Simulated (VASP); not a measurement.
# MgSi2C2 (I4/mmm) in VASP: a series of runs

The runs below take MgSi2C2 through single point, relaxation of cell and atoms, with PBE.

Program: VASP 6.6.1. These are calculated values, not measurements. Logs are shortened: lines on timing, memory, paths and dates and some standing lists are left out, and cuts for length are marked.

## (1) The cell of the first run

Symmetry: I4/mmm, No. 139, tetragonal system. The conventional cell has a = 3.501 Å, b = 3.501 Å, c = 15.142 Å, α = 90.00°, β = 90.00°, γ = 90.00°. Mg (site symmetry 4/mmm) has 4 Mg at 3.50 Å and 10 C at 3.94 to 4.51 Å and 8 Si at 4.17 Å within 4.6 Å. Within 2.5 Å of Si (site symmetry -4m2) lie 4 C at 1.89 Å and 4 Si at 2.48 Å. C (site symmetry 4mm) has 4 Si at 1.89 Å within 2.5 Å.

## (2) Single point, PBE

Contents of INCAR:

```
SYSTEM = MgSi2C2
PREC     = Accurate       ! precision mode
ENCUT    = 520            ! plane-wave cutoff, eV
EDIFF    = 1E-6           ! SCF threshold, eV
ISMEAR   = 0              ! smearing method
SIGMA    = 0.1            ! smearing width, eV
LREAL    = .FALSE.        ! projectors in reciprocal space
LASPH    = .TRUE.         ! aspherical terms in the spheres
NELM     = 100            ! most SCF steps
ALGO     = Normal         ! electronic algorithm
ISIF     = 2              ! what is computed and relaxed
LWAVE    = .FALSE.        ! write WAVECAR
LCHARG   = .TRUE.         ! write CHGCAR
GGA      = PE             ! functional
LELF     = .TRUE.         ! ELF
LVHAR    = .TRUE.       
NBANDS   = 17             ! bands
```

Contents of KPOINTS:

```
Automatic mesh
0
G
  16 16 16
  0 0 0
```

Contents of POSCAR:

```
MgSi2C2
1.0
   -1.7505383426      1.7505383426      7.5709525854
    1.7505383426     -1.7505383426      7.5709525854
    1.7505383426      1.7505383426     -7.5709525854
Mg Si C
1 2 2
Direct
    0.0000000000      0.0000000000      0.0000000000
    0.7500000000      0.2500000000      0.5000000000
    0.2500000000      0.7500000000      0.5000000000
    0.2975624049      0.2975624049      0.0000000000
    0.7024375951      0.7024375951      0.0000000000
```

Potentials or basis: VASP PAW PBE potentials, release 64 (Mg, Si, C).

On the command line:

```sh
$ cat potpaw_PBE.64/Mg/POTCAR potpaw_PBE.64/Si/POTCAR potpaw_PBE.64/C/POTCAR > POTCAR
$ mpirun -np 1 vasp_std > vasp.out
```

OUTCAR:

```text
SYSTEM = MgSi2C2
   PREC = Accurate
   ENCUT = 520
   EDIFF = 1E-6
   ISMEAR = 0
   LREAL = .FALSE.
   LASPH = .TRUE.
   NELM = 100
   ISIF = 2
   GGA = PE

 ion  position               nearest neighbor table
   1  0.000  0.000  0.000-
   2  0.750  0.250  0.500-   5 1.89   4 1.89   4 1.89   5 1.89   3 2.48   3 2.48   3 2.48   3 2.48

   3  0.250  0.750  0.500-   5 1.89   4 1.89   4 1.89   5 1.89   2 2.48   2 2.48   2 2.48   2 2.48

   4  0.298  0.298  0.000-   2 1.89   3 1.89   3 1.89   2 1.89
   5  0.702  0.702  0.000-   2 1.89   3 1.89   3 1.89   2 1.89

  LATTYP: Found a body centered tetragonal cell.
 ALAT       =     3.5010766852
 C/A-ratio  =     4.3249281670

  Lattice vectors:

 A1 = (  -1.7505383426,   1.7505383426,   7.5709525854)
 A2 = (   1.7505383426,  -1.7505383426,   7.5709525854)
 A3 = (   1.7505383426,   1.7505383426,  -7.5709525854)

Analysis of symmetry for initial positions (statically):
=====================================================================
 Subroutine PRICEL returns:
 Original cell was already a primitive cell.

 Routine SETGRP: Setting up the symmetry group for a
 body centered tetragonal supercell.

 Subroutine GETGRP returns: Found 16 space group operations
 (whereof 16 operations were pure point group operations)
 out of a pool of 16 trial point group operations.

The static configuration has the point symmetry D_4h.

Analysis of symmetry for dynamics (positions and initial velocities):
=====================================================================
 Subroutine PRICEL returns:
 Original cell was already a primitive cell.

 Routine SETGRP: Setting up the symmetry group for a
 body centered tetragonal supercell.

 Subroutine GETGRP returns: Found 16 space group operations
 (whereof 16 operations were pure point group operations)
 out of a pool of 16 trial point group operations.

The dynamic configuration has the point symmetry D_4h.

 Subroutine INISYM returns: Found 16 space group operations
 (whereof 16 operations are pure point group operations),
 and found     1 'primitive' translations

----------------------------------------------------------------------------------------

                                     Primitive cell

  volume of cell :      92.8012

  direct lattice vectors                    reciprocal lattice vectors
[... 90 lines left out ...]
   LASPH  =      T    aspherical Exc in radial PAW
   ENCUT  =  520.0 eV  38.22 Ry    6.18 a.u.  14.81 14.81 14.81*2*pi/ulx,y,z
   NELM   =    100;   NELMIN=  2; NELMDL= -5     # of ELM steps
   EDIFF  = 0.1E-05   stopping-criterion for ELM
   LREAL  =      F    real-space projection
   EDIFFG = 0.1E-04   stopping-criterion for IOM
   NSW    =      0    number of steps for IOM
   IBRION =     -1    ionic relax: 0-MD 1-quasi-New 2-CG
   NFREE  =      0    steps in history (QN), initial steepest desc. (CG)
   ISIF   =      2    stress and relaxation
   ISYM   =      2    0-nonsym 1-usesym 2-fastsym
   POTIM  = 0.5000    time-step for ionic-motion
   TEBEG  =    0.0;   TEEND  =   0.0 temperature during run
   PSTRESS=    0.0 pullay stress
   NELECT =      18.0000    total number of electrons
   NUPDOWN=      -1.0000    fix difference up-down
   EMIN   =  10.00;   EMAX   =-10.00  energy-range for DOS
   EFERMI =   0.00;   METHOD = LEGACY
   ISMEAR =     0;   SIGMA  =   0.10  broadening in eV -4-tet -1-fermi 0-gaus
   EFERMI_NEDOS =   21; number of points for ismear=-14 and -15
   IALGO  =     38    algorithm
   IMIX   =      4    mixing-type and parameters
     AMIX     =   0.40;   BMIX     =  1.00
     AMIX_MAG =   1.60;   BMIX_MAG =  1.00
  volume/ion in A,a.u.               =      18.56       125.25
  Fermi-wavevector in a.u.,A,eV,Ry     =   0.947650  1.790798 12.218570  0.898040
  Thomas-Fermi vector in A             =   2.075763
   LORBIT       =      0    0 simple, 1 ext, 2 COOP (PROOUT), +10 PAW based schemes
   GGA     = PE    functional components
   LHFCALC =     F    Hartree Fock is set to
   AEXX    =    0.0000 exact exchange contribution
   IVDW    =     0    specifies the selected vdW correction
   LEPSILON=     F    determine dielectric tensor
   LRPA    =     F    only Hartree local field effects (RPA)
 non-spin polarized calculation
 Gauss-broadening in eV      SIGMA  =   0.10
  energy-cutoff  :      520.00
  volume of cell :       92.80
 maximum number of plane-waves:      2537
   NGX = 29   NGY = 29   NGZ = 29

 number of electron      18.0000000 magnetization

 Free energy of the ion-electron system (eV)
  ---------------------------------------------------
  ext. energy  EPLUGINS =         0.00000000
  ---------------------------------------------------
  free energy    TOTEN  =       -27.03597726 eV

  energy without entropy =      -27.03289818  energy(sigma->0) =      -27.03443772

 E-fermi :   3.8856     XC(G=0):  -8.5274

 val. band max:        3.8665038255   @ k =   0.3125   0.3125   0.0625
 cond. band min:       3.9082304123   @ k =   0.3750   0.2500   0.0625
 fundamental gap:      0.0417265868
 Fermi energy:         3.8856214068

 k-point     1 :       0.0000    0.0000    0.0000
  band No.  band energies     occupation
      1     -13.3902      2.00000
      2      -7.2994      2.00000
      3      -3.7367      2.00000
      4      -3.7367      2.00000
      5      -1.2075      2.00000
      6      -0.2303      2.00000
[... 457 lines left out ...]
      4      -3.7775      2.00000
      5      -0.8747      2.00000
      6      -0.1525      2.00000
[... 9 lines left out ...]
     16      10.4492      0.00000
     17      10.9435      0.00000

 [... further k-points ...]
[... 5 lines left out ...]
  --------------------------------------------------------------------------------------
  -------------------------------------------------------------------------------------
  Total       -0.0211973     -0.0211973      0.0049791      0.0000000      0.0000000     -0.0000000
  in kB       -0.3659630     -0.3659630      0.0859620      0.0000000      0.0000000     -0.0000000
  external PRESSURE =      -0.2153214 kB  Pullay stress =       0.0000000 kB

 VOLUME and BASIS-vectors are now :
 -----------------------------------------------------------------------------
  energy-cutoff  :      520.00
  volume of cell :       92.80
      direct lattice vectors                 reciprocal lattice vectors
    -1.750538343  1.750538343  7.570952585     0.000000000  0.285626420  0.066041888
     1.750538343 -1.750538343  7.570952585     0.285626420  0.000000000  0.066041888
     1.750538343  1.750538343 -7.570952585     0.285626420  0.285626420  0.000000000

 POSITION                                       TOTAL-FORCE (eV/Angst)
 -----------------------------------------------------------------------------------
      0.00000      0.00000      0.00000         0.000000      0.000000      0.000000
      0.00000      1.75054      3.78548         0.000000      0.000000      0.000000
      1.75054      0.00000      3.78548         0.000000      0.000000     -0.000000
      0.00000      0.00000      4.50566        -0.000000     -0.000000      0.006353
      0.00000      0.00000     10.63624        -0.000000     -0.000000     -0.006353
 -----------------------------------------------------------------------------------
    total drift:                                0.000000     -0.000000      0.000000

  FREE ENERGIE OF THE ION-ELECTRON SYSTEM (eV)
  ---------------------------------------------------
  free  energy   TOTEN  =       -27.0359772550 eV

  energy  without entropy=      -27.0328981827  energy(sigma->0) =      -27.03443772
```

Wall time 23 min (1 thread of AMD EPYC 9R45 (Zen 5), shared host); peak memory 0.87 GiB.

Results:

```
Free energy            : -27.0360 eV
Pressure               : 0.0 GPa
Largest force          : 0.006 eV/Å
Band gap on the k mesh : zero (band 9 reaches 5.77 eV, above the bottom of band 10 at 2.25 eV)
```

Forces in eV/Å, atoms in the order of the input:
```
Mg   0.000  0.000  0.000
Si   0.000  0.000  0.000
Si   0.000  0.000  0.000
C    0.000  0.000  0.006
C    0.000  0.000 -0.006
```

## (3) Single point, PBE

This run uses another cell than the first one, of 18.20 Å³/atom, 0.980 times its volume.

Contents of INCAR:

```
PREC = Accurate
ENCUT = 520
EDIFF = 1E-6
ISMEAR = 0
SIGMA = 0.1
LREAL = F
LASPH = T
NELM = 100
ALGO = Normal
ISIF = 2
LWAVE = F
LCHARG = F
GGA = PE
NBANDS = 17
```

Contents of KPOINTS:

```
Automatic mesh
0
Gamma
  6 6 6
```

Contents of POSCAR:

```
MgSi2C2
1.0
   -1.7571573188      1.7571573188      7.3666815368
    1.7571573188     -1.7571573188      7.3666815368
    1.7571573188      1.7571573188     -7.3666815368
Mg Si C
1 2 2
Direct
    0.0000000000      0.0000000000      0.0000000000
    0.7500000000      0.2500000000      0.5000000000
    0.2500000000      0.7500000000      0.5000000000
    0.2983983901      0.2983983901      0.0000000000
    0.7016016099      0.7016016099      0.0000000000
```

Potentials or basis: VASP PAW PBE potentials, release 64 (Mg, Si, C).

On the command line:

```sh
$ cat potpaw_PBE.64/Mg/POTCAR potpaw_PBE.64/Si/POTCAR potpaw_PBE.64/C/POTCAR > POTCAR
$ mpirun -np 1 vasp_std > vasp.out
```

OUTCAR:

```text
PREC = Accurate
   ENCUT = 520
   EDIFF = 1E-6
   ISMEAR = 0
   LREAL = F
   LASPH = T
   NELM = 100
   ISIF = 2
   GGA = PE

 ion  position               nearest neighbor table
   1  0.000  0.000  0.000-
   2  0.750  0.250  0.500-   5 1.90   4 1.90   4 1.90   5 1.90   3 2.48   3 2.48   3 2.48   3 2.48

   3  0.250  0.750  0.500-   5 1.90   4 1.90   4 1.90   5 1.90   2 2.48   2 2.48   2 2.48   2 2.48

   4  0.298  0.298  0.000-   2 1.90   3 1.90   3 1.90   2 1.90
[... 686 lines left out ...]
  --------------------------------------------------------------------------------------
  -------------------------------------------------------------------------------------
  Total       -0.0644866     -0.0644866      0.0247798      0.0000000      0.0000000      0.0000000
  in kB       -1.1356030     -1.1356030      0.4363707      0.0000000      0.0000000      0.0000000
  external PRESSURE =      -0.6116118 kB  Pullay stress =       0.0000000 kB

 VOLUME and BASIS-vectors are now :
 -----------------------------------------------------------------------------
  energy-cutoff  :      520.00
  volume of cell :       90.98
      direct lattice vectors                 reciprocal lattice vectors
    -1.757157319  1.757157319  7.366681537     0.000000000  0.284550504  0.067873166
     1.757157319 -1.757157319  7.366681537     0.284550504  0.000000000  0.067873166
     1.757157319  1.757157319 -7.366681537     0.284550504  0.284550504  0.000000000

 POSITION                                       TOTAL-FORCE (eV/Angst)
 -----------------------------------------------------------------------------------
      0.00000      0.00000      0.00000         0.000000      0.000000     -0.000000
      0.00000      1.75716      3.68334         0.000000      0.000000      0.000000
      1.75716      0.00000      3.68334         0.000000      0.000000     -0.000000
      0.00000      0.00000      4.39641        -0.000000     -0.000000     -0.011609
      0.00000      0.00000     10.33695        -0.000000     -0.000000      0.011609
 -----------------------------------------------------------------------------------
    total drift:                                0.000000     -0.000000      0.000000

  FREE ENERGIE OF THE ION-ELECTRON SYSTEM (eV)
  ---------------------------------------------------
  free  energy   TOTEN  =       -27.0296832544 eV

  energy  without entropy=      -27.0296832201  energy(sigma->0) =      -27.02968324
```

It took 2.1 min on 1 thread of AMD EPYC 9R45 (Zen 5), shared host; peak memory 0.45 GiB.

What came out:

```yaml
Free_energy: -27.0297 eV
Pressure: -0.1 GPa
Largest_force: 0.012 eV/Å
Band_gap_on_the_k_mesh: zero (band 9 reaches 5.80 eV, above the bottom of band 10 at 2.40 eV)
```

Forces on the atoms (eV/Å):
```
Mg   0.000  0.000  0.000
Si   0.000  0.000  0.000
Si   0.000  0.000  0.000
C    0.000  0.000 -0.012
C    0.000  0.000  0.012
```

Levels at points of the mesh, in eV from the Fermi level:
```
           k point  band 6  band 7  band 8  band 9  band 10  band 11  band 12  band 13
(0.00, 0.00, 0.00)   -4.16   -2.43   -2.43   -1.63    -1.38     2.56     3.35     3.58
(0.50, 0.00, 0.00)   -5.41   -2.56   -2.40   -0.96     0.48     1.61     2.28     3.67
(0.50, 0.50, 0.00)   -4.21   -3.14   -3.10    1.75     1.92     2.13     3.39     4.07
(0.50, 0.50, 0.50)   -2.90   -2.60   -2.43   -2.43    -1.63     1.65     3.65     4.48
```

Caveat: the k points lie up to 0.42 Å⁻¹ apart.

## (4) Relaxation of cell and atoms, PBE

This run uses another cell than the first one, of 13.38 Å³/atom, 0.721 times its volume.

Contents of INCAR:

```
SYSTEM = MgSi2C2
PREC = Accurate ; ENCUT = 600
EDIFF = 1E-7 ; ISMEAR = 0
SIGMA = 0.1 ; LREAL = .False.
LASPH = .True. ; NELM = 100
ALGO = Normal ; ISIF = 3
LWAVE = .False. ; LCHARG = .False.
GGA = PE ; IBRION = 2
NSW = 90 ; EDIFFG = -0.04
```

Contents of KPOINTS:

```
Automatic mesh
0
Gamma
  6 6 6
  0 0 0
```

Contents of POSCAR:

```
MgSi2C2
1.0
   -1.9207000200      1.9207000200      4.5350638200
    1.9207000200     -1.9207000200      4.5350638200
    1.9207000200      1.9207000200     -4.5350638200
Mg Si C
1 2 2
Direct
    0.0000000000      0.0000000000      0.0000000000
    0.7500000000      0.2500000000      0.5000000000
    0.2500000000      0.7500000000      0.5000000000
    0.3842000100      0.3842000100      0.0000000000
    0.6157999900      0.6157999900      0.0000000000
```

On the command line:

```sh
$ cat potpaw_PBE.64/Mg/POTCAR potpaw_PBE.64/Si/POTCAR potpaw_PBE.64/C/POTCAR > POTCAR
$ mpirun -np 1 vasp_std > vasp.out
```

Wall time 9.8 min (1 thread of AMD EPYC 9R45 (Zen 5), shared host); peak memory 0.28 GiB.

It converged, with:

| Quantity | Value |
| --- | --- |
| Free energy | -27.5990 eV |
| Relaxed volume | 15.55 Å³/atom |
| Relaxed cell | a = 6.447 Å, b = 6.447 Å, c = 6.447 Å, α = 147.33°, β = 147.33°, γ = 46.87° |
| Space group after relaxing (to 0.05 Å) | I4/mmm (No. 139) |
| Energy gained by relaxing | 681.6 meV/atom |
| Ionic steps | 28 |
| Pressure after relaxing | -0.1 GPa |
| Largest force after relaxing | 0.007 eV/Å |
| Band gap on the k mesh | zero (band 9 reaches 7.34 eV, above the bottom of band 10 at 4.82 eV) |

Forces in eV/Å, atoms in the order of the input:
```
Mg   0.000  0.000  0.000
Si   0.000  0.000  0.000
Si   0.000  0.000  0.000
C    0.000  0.000 -0.007
C    0.000  0.000  0.007
```

Stress tensor (GPa, compression positive):
```
-0.04  0.00  0.00
 0.00 -0.04  0.00
 0.00  0.00 -0.16
```

Step by step:
```tsv
step	energy change (eV)	largest force (eV/Å)	pressure (GPa)	volume (Å³)
1	0.0000	1.1695	-10.91	66.92
2	-0.5098	1.5027	-1.22	58.47
3	-0.5455	1.5644	3.32	56.05
4	-0.8651	1.6608	6.77	55.28
5	-1.1917	0.7917	15.52	54.13
6	-1.2113	0.2257	20.59	53.61
7	-1.3063	0.1496	19.80	54.23
8	-1.5738	0.3308	17.67	56.10
9	-2.0026	0.3160	15.47	59.96
10	-2.3854	0.3581	9.23	68.17
11	-1.9115	3.0903	-5.06	86.62
12	-2.7322	0.6951	3.95	71.60
13	-2.8733	0.6726	-4.97	78.89
14	-2.9303	0.4468	-1.78	75.16
15	-2.9518	0.0205	-3.64	77.07
16	-2.9546	0.1820	-3.07	76.45
17	-3.0467	0.2121	-2.50	76.36
18	-3.1065	0.5946	-1.67	76.19
19	-2.9981	1.8667	0.65	75.67
20	-3.1089	0.7695	-1.31	76.11
21	-3.2802	0.7196	0.52	74.87
22	-3.3011	0.8138	3.20	73.80
23	-3.3048	0.8068	2.50	74.07
24	-3.3791	0.4765	0.37	76.12
25	-3.4019	0.0698	-1.62	78.92
26	-3.4038	0.1479	-1.27	78.33
27	-3.4048	0.1472	1.00	77.28
28	-3.4080	0.0072	-0.08	77.77
```

Final structure:
```xyz
5
Lattice="-1.8130 1.8130 5.9149 1.8130 -1.8130 5.9149 1.8130 1.8130 -5.9149" Properties=species:S:1:pos:R:3 pbc="T T T"
Mg    0.0000    0.0000    0.0000
Si    0.0000    1.8130    2.9574
Si    1.8130    0.0000    2.9574
C     0.0000    0.0000    2.3201
C     0.0000    0.0000    9.5097
```

Levels at points of the mesh, in eV from the Fermi level:
| k point | band 5 | band 6 | band 7 | band 8 | band 9 | band 10 | band 11 | band 12 | band 13 |
| --- | --- | --- | --- | --- | --- | --- | --- | --- | --- |
| (0.00, 0.00, 0.00) | -5.77 | -5.18 | -3.19 | -3.19 | -2.92 | -0.77 | 2.18 | 3.38 | 3.71 |
| (0.50, 0.00, 0.00) | -6.15 | -6.15 | -3.98 | -3.49 | -0.70 | 0.42 | 1.63 | 1.88 | 4.24 |
| (0.50, 0.50, 0.00) | -4.78 | -4.64 | -4.58 | -4.26 | 1.52 | 1.98 | 2.00 | 3.76 | 3.85 |
| (0.50, 0.50, 0.50) | -6.29 | -3.87 | -3.18 | -3.18 | -2.96 | -0.87 | 1.85 | 2.55 | 3.09 |

Caveat: the k points lie up to 0.41 Å⁻¹ apart in the final cell; the volume moved by over 15 % at a fixed basis, so the end points are rough.

## (5) The runs side by side

| task | cell | k mesh | cutoff (eV) | gap on the mesh (eV) | pressure (GPa) | largest force (eV/Å) |
| --- | --- | --- | --- | --- | --- | --- |
| single point | a = 7.965 Å, angles 154.6, 154.6, 36.2°, 5 atoms | 16 × 16 × 16 | 520 | none | 0.0 | 0.01 |
| single point | a = 7.775 Å, angles 153.9, 153.9, 37.3°, 5 atoms | 6 × 6 × 6 | 520 | none | -0.1 | 0.01 |
| relaxation of cell and atoms | relaxed from a = 5.286 Å, angles 137.4, 137.4, 61.8°, 5 atoms | 6 × 6 × 6 | 600 | none | -0.1 | 0.01 |

Alike in all rows: level PBE; potentials or basis VASP PAW PBE potentials, release 64 (Mg, Si, C); no spin polarisation; smearing gaussian 0.1 eV.

Caveats: some runs use coarse meshes; the volume moved by over 15 % at a fixed basis, so the end points are rough (some runs).

Absolute energies hang on the potentials; compare differences alone.
